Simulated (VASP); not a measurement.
# Al2GaN3 (Cm) in VASP: notebook

Runs on Al2GaN3. Level: PBEsol. Tasks: single point.

Program: VASP 6.6.1. These are calculated values, not measurements. Logs are shortened: lines on timing, memory, paths and dates and some standing lists are left out, and cuts for length are marked.

### Step 1. The cell of the first run

Symmetry: Cm, No. 8, monoclinic system. The conventional cell has a = 11.716 Å, b = 3.198 Å, c = 7.348 Å, α = 90.00°, β = 105.25°, γ = 90.00°. Al (site symmetry m) has 4 N at 1.90 to 1.94 Å within 2.5 Å. Within 2.5 Å of Al (site symmetry m) lie 4 N at 1.88 to 1.93 Å. Al (site symmetry m) has 4 N at 1.88 to 1.94 Å within 2.5 Å. Al (site symmetry m) has 4 N at 1.88 to 1.93 Å within 2.5 Å. Within 2.6 Å of Ga (site symmetry m) lie 4 N at 1.95 to 1.98 Å. Within 2.6 Å of Ga (site symmetry m) lie 4 N at 1.94 to 1.98 Å. N (site symmetry m) has 3 Al at 1.88 to 1.93 Å and 1 Ga at 1.98 Å within 2.5 Å. Within 2.5 Å of N (site symmetry m) lie 3 Al at 1.88 to 1.93 Å and 1 Ga at 1.98 Å.

### Step 2. Single point, PBEsol (biaxial strain in the a-b plane: +2.0 %)

INCAR

```
  ALGO = Normal
  EDIFF = 1E-6
  ENCUT = 520
  GGA = PS
  ISIF = 2
  ISMEAR = 0
  LASPH = T
  LCHARG = F
  LREAL = F
  LWAVE = F
  NBANDS = 46
  NELM = 100
  PREC = Accurate
  SIGMA = 0.02
```

KPOINTS

```
k-points
0
Gamma
  8 8 4
```

POSCAR

```
Al2GaN3
1.0
    5.8580732872     -1.5992351560      0.0009298178
    5.8580732872      1.5992351560      0.0009298178
   -1.9341008233      0.0000000000      7.0892353343
Al Ga N
4 2 6
Direct
    0.9442094829      0.9442094829      0.3892317946
    0.8889313903      0.8889313903      0.7767015034
    0.2231418107      0.2231418107      0.4445132115
    0.5540491769      0.5540491769      0.1130296850
    0.2770821303      0.2770821303      0.0576223522
    0.6096504594      0.6096504594      0.7217877029
    0.1476133209      0.1476133209      0.1850004131
    0.4816489577      0.4816489577      0.8524466909
    0.8183309530      0.8183309530      0.5150587639
    0.7644028745      0.7644028745      0.9017209729
    0.0952971029      0.0952971029      0.5647077555
    0.4310073403      0.4310073403      0.2429801442
```

Potentials or basis: VASP PAW PBE potentials, release 64 (Al, Ga_d, N).

Launch:

```console
$ cat potpaw_PBE.64/Al/POTCAR potpaw_PBE.64/Ga_d/POTCAR potpaw_PBE.64/N/POTCAR > POTCAR
$ mpirun -np 1 vasp_std > vasp.out
```

OUTCAR:

```text
EDIFF = 1E-6
   ENCUT = 520
   GGA = PS
   ISIF = 2
   ISMEAR = 0
   LASPH = T
   LREAL = F
   NELM = 100
   PREC = Accurate

 ion  position               nearest neighbor table
   1  0.944  0.944  0.389-  11 1.90  12 1.91  12 1.91   9 1.94   2 3.08   4 3.12   4 3.12   6 3.13
                             6 3.13   5 3.13   5 3.13   3 3.16   3 3.16   3 3.19
   2  0.889  0.889  0.777-   9 1.88  10 1.92   8 1.93   8 1.93   1 3.08   3 3.13   3 3.13   4 3.15
                             4 3.15
   3  0.223  0.223  0.445-   7 1.88  11 1.93   9 1.94   9 1.94   5 3.07   2 3.13   2 3.13   4 3.14
                             4 3.14   1 3.16   1 3.16   1 3.19
   4  0.554  0.554  0.113-   8 1.88  12 1.93   7 1.93   7 1.93   6 3.11   1 3.12   1 3.12   3 3.14
                             3 3.14   2 3.15   2 3.15
   5  0.277  0.277  0.058-  10 1.95  10 1.95  12 1.95   7 1.98   3 3.07   1 3.13   1 3.13
   6  0.610  0.610  0.722-  10 1.94  11 1.95  11 1.95   8 1.98   4 3.11   1 3.13   1 3.13
   7  0.148  0.148  0.185-   3 1.88   4 1.93   4 1.93   5 1.98
   8  0.482  0.482  0.852-   4 1.88   2 1.93   2 1.93   6 1.98
   9  0.818  0.818  0.515-   2 1.88   1 1.94   3 1.94   3 1.94
  10  0.764  0.764  0.902-   2 1.92   6 1.94   5 1.95   5 1.95
  11  0.095  0.095  0.565-   1 1.90   3 1.93   6 1.95   6 1.95
  12  0.431  0.431  0.243-   1 1.91   1 1.91   4 1.93   5 1.95

  LATTYP: Found a base centered monoclinic cell.
 ALAT       =    11.7161467220
 B/A-ratio  =     0.2729967785
 C/A-ratio  =     0.6271971122
 COS(beta)  =    -0.2630495193

  Lattice vectors:

 A1 = (   5.8580732872,  -1.5992351560,   0.0009298178)
 A2 = (   5.8580732872,   1.5992351560,   0.0009298178)
 A3 = (  -1.9341008233,   0.0000000000,   7.0892353343)

Analysis of symmetry for initial positions (statically):
=====================================================================
 Subroutine PRICEL returns:
 Original cell was already a primitive cell.

 Routine SETGRP: Setting up the symmetry group for a
 base centered monoclinic supercell.

 Subroutine GETGRP returns: Found  2 space group operations
 (whereof  2 operations were pure point group operations)
 out of a pool of  4 trial point group operations.

The static configuration has the point symmetry C_1h.

Analysis of symmetry for dynamics (positions and initial velocities):
=====================================================================
 Subroutine PRICEL returns:
 Original cell was already a primitive cell.

 Routine SETGRP: Setting up the symmetry group for a
 base centered monoclinic supercell.

[... 138 lines left out ...]
   EFERMI =   0.00;   METHOD = LEGACY
   ISMEAR =     0;   SIGMA  =   0.02  broadening in eV -4-tet -1-fermi 0-gaus
   EFERMI_NEDOS =   21; number of points for ismear=-14 and -15
   IALGO  =     38    algorithm
   IMIX   =      4    mixing-type and parameters
     AMIX     =   0.40;   BMIX     =  1.00
     AMIX_MAG =   1.60;   BMIX_MAG =  1.00
  volume/ion in A,a.u.               =      11.07        74.70
  Fermi-wavevector in a.u.,A,eV,Ry     =   1.309602  2.474789 23.334776  1.715058
  Thomas-Fermi vector in A             =   2.440190
   LORBIT       =      0    0 simple, 1 ext, 2 COOP (PROOUT), +10 PAW based schemes
   GGA     = PS    functional components
   LHFCALC =     F    Hartree Fock is set to
   AEXX    =    0.0000 exact exchange contribution
   IVDW    =     0    specifies the selected vdW correction
   LEPSILON=     F    determine dielectric tensor
   LRPA    =     F    only Hartree local field effects (RPA)
 non-spin polarized calculation
 Gauss-broadening in eV      SIGMA  =   0.02
  energy-cutoff  :      520.00
  volume of cell :      132.84
 maximum number of plane-waves:      3600
 NGX is ok and might be reduce to    48
   NGX = 23   NGY = 23   NGZ = 27

 number of electron      67.9999997 magnetization

 Free energy of the ion-electron system (eV)
  ---------------------------------------------------
  ext. energy  EPLUGINS =         0.00000000
  ---------------------------------------------------
  free energy    TOTEN  =       -88.68933455 eV

  energy without entropy =      -88.68933455  energy(sigma->0) =      -88.68933455

 E-fermi :   5.6180     XC(G=0): -11.2630

 val. band max:        5.5329958382   @ k =   0.0000   0.0000   0.0000
 cond. band min:       8.5071372110   @ k =   0.0000   0.0000   0.0000
 fundamental gap:      2.9741413728
 Fermi energy:         5.6180450742

 k-point     1 :       0.0000    0.0000    0.0000
  band No.  band energies     occupation
      1      -9.7935      2.00000
      2      -8.9035      2.00000
      3      -8.5795      2.00000
      4      -8.3713      2.00000
      5      -8.2362      2.00000
      6      -7.7946      2.00000
[... 1165 lines left out ...]
     45      14.4402      0.00000
     46      14.7438      0.00000

 [... further k-points ...]

------------------------ aborting loop because EDIFF is reached ----------------------------------------

  FORCE on cell =-STRESS in cart. coord.  units (eV):
  Direction    XX          YY          ZZ          XY          YZ          ZX
  --------------------------------------------------------------------------------------
  -------------------------------------------------------------------------------------
  Total       -6.1792407     -6.9628937      0.4454842      0.0000000      0.0000000      0.5786828
  in kB      -74.5298715    -83.9817702      5.3731332      0.0000000      0.0000000      6.9796856
  external PRESSURE =     -51.0461695 kB  Pullay stress =       0.0000000 kB

 VOLUME and BASIS-vectors are now :
 -----------------------------------------------------------------------------
  energy-cutoff  :      520.00
  volume of cell :      132.84
      direct lattice vectors                 reciprocal lattice vectors
     5.858073287 -1.599235156  0.000929818     0.085348599 -0.312649455  0.023284993
     5.858073287  1.599235156  0.000929818     0.085348599  0.312649455  0.023284993
    -1.934100823  0.000000000  7.089235334    -0.000022388  0.000000000  0.141052829

 POSITION                                       TOTAL-FORCE (eV/Angst)
 -----------------------------------------------------------------------------------
     10.30968      0.00000      2.76111        -0.061341      0.000000     -0.037383
      8.91263      0.00000      5.50787         0.072505      0.000000      0.333344
      1.75463      0.00000      3.15167         0.063759      0.000000      0.318279
      6.27271      0.00000      0.80232         0.101362      0.000000      0.325578
      3.13489      0.00000      0.40901        -0.058418      0.000000     -0.036071
      5.74674      0.00000      5.11806        -0.046842      0.000000     -0.020763
      1.37165      0.00000      1.31179        -0.102108      0.000000     -0.357948
      3.99435      0.00000      6.04409        -0.119612      0.000000     -0.363034
      8.59151      0.00000      3.65289        -0.095078      0.000000     -0.363444
      7.21184      0.00000      6.39393         0.075575      0.000000      0.054759
      0.02431      0.00000      4.00352         0.081575      0.000000      0.063471
      4.57980      0.00000      1.72334         0.088623      0.000000      0.083211
 -----------------------------------------------------------------------------------
    total drift:                                0.001747     -0.000000     -0.000123

  FREE ENERGIE OF THE ION-ELECTRON SYSTEM (eV)
  ---------------------------------------------------
  free  energy   TOTEN  =       -88.6893345543 eV

  energy  without entropy=      -88.6893345543  energy(sigma->0) =      -88.68933455
```

OSZICAR:

```text
N       E                     dE             d eps       ncg     rms          rms(c)
DAV:   1     0.682302682779E+03    0.68230E+03   -0.29819E+04  8120   0.198E+03
DAV:   2     0.292834635978E+02   -0.65302E+03   -0.60463E+03  8214   0.577E+02
DAV:   3    -0.923620538759E+02   -0.12165E+03   -0.11885E+03  8016   0.178E+02
DAV:   4    -0.100971762246E+03   -0.86097E+01   -0.85451E+01 10168   0.524E+01
DAV:   5    -0.101151270803E+03   -0.17951E+00   -0.17878E+00  8928   0.771E+00    0.192E+01
DAV:   6    -0.886296660420E+02    0.12522E+02   -0.42043E+01 11938   0.551E+01    0.637E+00
DAV:   7    -0.888124324093E+02   -0.18277E+00   -0.44093E+00  8184   0.108E+01    0.480E+00
DAV:   8    -0.887218478267E+02    0.90585E-01   -0.57783E-01 10478   0.742E+00    0.101E+00
DAV:   9    -0.886882592140E+02    0.33589E-01   -0.15394E-01 11416   0.518E+00    0.460E-01
DAV:  10    -0.886890494145E+02   -0.79020E-03   -0.14323E-02  8290   0.639E-01    0.237E-01
DAV:  11    -0.886893564697E+02   -0.30706E-03   -0.14236E-03 10680   0.333E-01    0.551E-02
DAV:  12    -0.886893309205E+02    0.25549E-04   -0.30580E-04  9868   0.158E-01    0.327E-02
DAV:  13    -0.886893346870E+02   -0.37664E-05   -0.75861E-05  9122   0.530E-02    0.130E-02
DAV:  14    -0.886893345543E+02    0.13268E-06   -0.53083E-06  8892   0.382E-02
   1 F= -.88689335E+02 E0= -.88689335E+02  d E =-.617562E-12
```

Wall time 10 min (1 thread of Intel Xeon Platinum 8488C (Sapphire Rapids), shared host); peak memory 0.59 GiB.

Results:

| Quantity | Value |
| --- | --- |
| Free energy | -88.6893 eV |
| Pressure | -5.1 GPa |
| Largest force | 0.382 eV/Å |
| Band gap on the k mesh | 2.97 eV, direct |

Forces on the atoms (eV/Å):
```
Al  -0.061  0.000 -0.037
Al   0.073  0.000  0.333
Al   0.064  0.000  0.318
Al   0.101  0.000  0.326
Ga  -0.058  0.000 -0.036
Ga  -0.047  0.000 -0.021
N   -0.102  0.000 -0.358
N   -0.120  0.000 -0.363
N   -0.095  0.000 -0.363
N    0.076  0.000  0.055
N    0.082  0.000  0.063
N    0.089  0.000  0.083
```

Caveat: the cell differs from its parent crystal (biaxial strain in the a-b plane: +2.0 %); the PAW data sets were made with another functional, which shifts forces and pressure a little. A k mesh can miss the band edges.

### Step 3. Single point, PBEsol

This run uses another cell than the first one, of 10.51 Å³/atom, 0.950 times its volume.

INCAR

```
SYSTEM = Al2GaN3
PREC = Accurate
ENCUT = 520
EDIFF = 1E-7
ISMEAR = 0
SIGMA = 0.02
LREAL = .FALSE.
LASPH = .TRUE.
NELM = 100
ALGO = Normal
ISIF = 2
LWAVE = .FALSE.
LCHARG = .FALSE.
GGA = PS
NBANDS = 46
```

KPOINTS

```
regular mesh
0
G
  8 8 4
  0 0 0
```

POSCAR

```
Al2GaN3
1.0
    5.6951524690     -1.5557381037      0.0024497179
    5.6951524690      1.5557381037      0.0024497179
   -1.8784154776      0.0000000000      7.1174838857
Al Ga N
4 2 6
Direct
    0.9442602254      0.9442602254      0.3891871976
    0.8889845406      0.8889845406      0.7766077487
    0.2232323972      0.2232323972      0.4444736579
    0.5540539189      0.5540539189      0.1130383256
    0.2770693896      0.2770693896      0.0576184250
    0.6096257731      0.6096257731      0.7217760089
    0.1475340447      0.1475340447      0.1850472490
    0.4815972727      0.4815972727      0.8525437996
    0.8183305764      0.8183305764      0.5150453646
    0.7643962514      0.7643962514      0.9017083378
    0.0953237175      0.0953237175      0.5647154387
    0.4309568925      0.4309568925      0.2430394365
```

Potentials or basis: VASP PAW PBE potentials, release 64 (Al, Ga_d, N).

Launch:

```console
$ cat potpaw_PBE.64/Al/POTCAR potpaw_PBE.64/Ga_d/POTCAR potpaw_PBE.64/N/POTCAR > POTCAR
$ mpirun -np 1 vasp_std > vasp.out
```

Run time: 18 min. Hardware: 1 thread of Oxide Virtual Turin-like, shared host; peak memory 0.55 GiB.

The run converged. Its results:

```
Free energy            : -88.7747 eV
Pressure               : 4.9 GPa
Largest force          : 0.019 eV/Å
Band gap on the k mesh : 3.46 eV, direct
```

Forces on the atoms (eV/Å):
```
Al  -0.001  0.000 -0.003
Al   0.002  0.000 -0.005
Al   0.005  0.000  0.002
Al   0.001  0.000 -0.002
Ga   0.003  0.000 -0.003
Ga   0.004  0.000 -0.001
N    0.007  0.000 -0.006
N    0.010  0.000 -0.003
N    0.000  0.000  0.000
N   -0.016  0.000  0.009
N   -0.002  0.000  0.018
N   -0.013  0.000 -0.006
```

Levels at points of the mesh, in eV from the valence-band top:
```tsv
k point	band 31	band 32	band 33	band 34	band 35	band 36	band 37	band 38
(0.00, 0.00, 0.00)	-0.89	-0.07	-0.01	0.00	3.46	5.17	5.44	5.93
(0.50, 0.00, 0.00)	-1.56	-1.46	-1.34	-1.29	4.79	5.16	5.53	5.76
(0.50, 0.50, 0.00)	-0.84	-0.67	-0.56	-0.38	5.33	5.50	5.69	6.03
(0.00, 0.00, 0.50)	-0.53	-0.44	-0.31	-0.11	4.72	4.88	5.21	5.25
(0.50, 0.00, 0.50)	-1.91	-1.07	-0.93	-0.77	5.34	5.48	5.63	5.82
(0.50, 0.50, 0.50)	-0.73	-0.65	-0.27	-0.20	5.23	5.26	5.72	6.07
```

Caveat: the PAW data sets were made with another functional, which shifts forces and pressure a little.

### Step 4. Single point, PBEsol

This run uses another cell than the first one, of 10.66 Å³/atom, 0.963 times its volume.

INCAR

```
PREC = Accurate
ENCUT = 520
EDIFF = 1E-6
ISMEAR = 0
SIGMA = 0.02
LREAL = F
LASPH = T
NELM = 80
ALGO = Normal
ISIF = 2
LWAVE = F
LCHARG = F
GGA = PS
NBANDS = 46
```

KPOINTS

```
Automatic mesh
0
Gamma
  8 8 4
```

POSCAR

```
Al2GaN3
1.0
    5.7228486243     -1.5628170949      0.0016121983
    5.7228486243      1.5628170949      0.0016121983
   -1.8886114643      0.0000000000      7.1508675244
Al Ga N
4 2 6
Direct
    0.9442414544      0.9442414544      0.3891991246
    0.8889561915      0.8889561915      0.7766530011
    0.2231898759      0.2231898759      0.4445018479
    0.5540528779      0.5540528779      0.1130329064
    0.2770715340      0.2770715340      0.0576002936
    0.6096385601      0.6096385601      0.7217925918
    0.1475692639      0.1475692639      0.1850281972
    0.4816163955      0.4816163955      0.8525015083
    0.8183354679      0.8183354679      0.5150486521
    0.7644028008      0.7644028008      0.9017133659
    0.0953105993      0.0953105993      0.5647199884
    0.4309799788      0.4309799788      0.2430095126
```

Potentials or basis: VASP PAW PBE potentials, release 64 (Al, Ga_d, N).

Launch:

```console
$ cat potpaw_PBE.64/Al/POTCAR potpaw_PBE.64/Ga_d/POTCAR potpaw_PBE.64/N/POTCAR > POTCAR
$ mpirun -np 1 vasp_std > vasp.out
```

OUTCAR:

```text
PREC = Accurate
   ENCUT = 520
   EDIFF = 1E-6
   ISMEAR = 0
   LREAL = F
   LASPH = T
   NELM = 80
   ISIF = 2
   GGA = PS

 ion  position               nearest neighbor table
   1  0.944  0.944  0.389-  11 1.88  12 1.88  12 1.88   9 1.90   4 3.08   4 3.08   2 3.09   3 3.09
                             3 3.09   3 3.11   6 3.11   6 3.11   5 3.12   5 3.12
   2  0.889  0.889  0.777-  10 1.89   8 1.89   8 1.89   9 1.90   6 3.08   6 3.08   1 3.09   3 3.11
                             3 3.11   6 3.12   5 3.12   5 3.12   4 3.13   4 3.13
   3  0.223  0.223  0.445-   7 1.89  11 1.90   9 1.90   9 1.90   5 3.08   1 3.09   1 3.09   1 3.11
                             6 3.11   6 3.11   2 3.11   2 3.11   4 3.13   4 3.13
   4  0.554  0.554  0.113-   7 1.89   7 1.89   8 1.89  12 1.90   1 3.08   1 3.08   5 3.09   5 3.11
                             5 3.11   6 3.12   3 3.13   3 3.13   2 3.13   2 3.13
   5  0.277  0.277  0.058-  10 1.93  10 1.93  12 1.94   7 1.95   3 3.08   4 3.09   4 3.11   4 3.11
                             1 3.12   1 3.12   2 3.12   2 3.12
   6  0.610  0.610  0.722-  10 1.93  11 1.93  11 1.93   8 1.95   2 3.08   2 3.08   3 3.11   3 3.11
[... 1401 lines left out ...]

  FORCE on cell =-STRESS in cart. coord.  units (eV):
  Direction    XX          YY          ZZ          XY          YZ          ZX
  --------------------------------------------------------------------------------------
  -------------------------------------------------------------------------------------
  Total        1.6078441      1.5837695      1.5883264      0.0000000      0.0000000     -0.0087802
  in kB       20.1378480     19.8363203     19.8933946      0.0000000      0.0000000     -0.1099703
  external PRESSURE =      19.9558543 kB  Pullay stress =       0.0000000 kB

 VOLUME and BASIS-vectors are now :
 -----------------------------------------------------------------------------
  energy-cutoff  :      520.00
  volume of cell :      127.92
      direct lattice vectors                 reciprocal lattice vectors
     5.722848624 -1.562817095  0.001612198     0.087362577 -0.319935072  0.023073279
     5.722848624  1.562817095  0.001612198     0.087362577  0.319935072  0.023073279
    -1.888611464  0.000000000  7.150867524    -0.000039393  0.000000000  0.139832768

 POSITION                                       TOTAL-FORCE (eV/Angst)
 -----------------------------------------------------------------------------------
     10.07246      0.00000      2.78616        -0.001357      0.000000     -0.000563
      8.70793      0.00000      5.55661         0.001064      0.000000     -0.002103
      1.71507      0.00000      3.17929         0.000287      0.000000      0.000613
      6.12805      0.00000      0.81007        -0.000758      0.000000      0.000278
      3.06249      0.00000      0.41279         0.003129      0.000000     -0.003717
      5.61455      0.00000      5.16341         0.004909      0.000000     -0.002942
      1.33959      0.00000      1.32359         0.008506      0.000000     -0.004821
      3.90239      0.00000      6.09768         0.010015      0.000000     -0.004958
      8.39369      0.00000      3.68568         0.001119      0.000000     -0.000411
      7.04614      0.00000      6.45050        -0.015624      0.000000      0.008356
      0.02436      0.00000      4.03855        -0.002239      0.000000      0.016853
      4.47392      0.00000      1.73912        -0.009051      0.000000     -0.006584
 -----------------------------------------------------------------------------------
    total drift:                               -0.000394     -0.000000      0.000755

  FREE ENERGIE OF THE ION-ELECTRON SYSTEM (eV)
  ---------------------------------------------------
  free  energy   TOTEN  =       -88.8140751367 eV

  energy  without entropy=      -88.8140751367  energy(sigma->0) =      -88.81407514
```

Wall time 20 min (1 thread of Oxide Virtual Turin-like, shared host); peak memory 0.56 GiB.

Results:

```
Free energy            : -88.8141 eV
Pressure               : 2.0 GPa
Largest force          : 0.018 eV/Å
Band gap on the k mesh : 3.35 eV, direct
```

Forces on the atoms (eV/Å):
```
Al  -0.001  0.000 -0.001
Al   0.001  0.000 -0.002
Al   0.000  0.000  0.001
Al  -0.001  0.000  0.000
Ga   0.003  0.000 -0.004
Ga   0.005  0.000 -0.003
N    0.009  0.000 -0.005
N    0.010  0.000 -0.005
N    0.001  0.000  0.000
N   -0.016  0.000  0.008
N   -0.002  0.000  0.017
N   -0.009  0.000 -0.007
```

Caveat: the PAW data sets were made with another functional, which shifts forces and pressure a little.

[end of part 1 of 2]
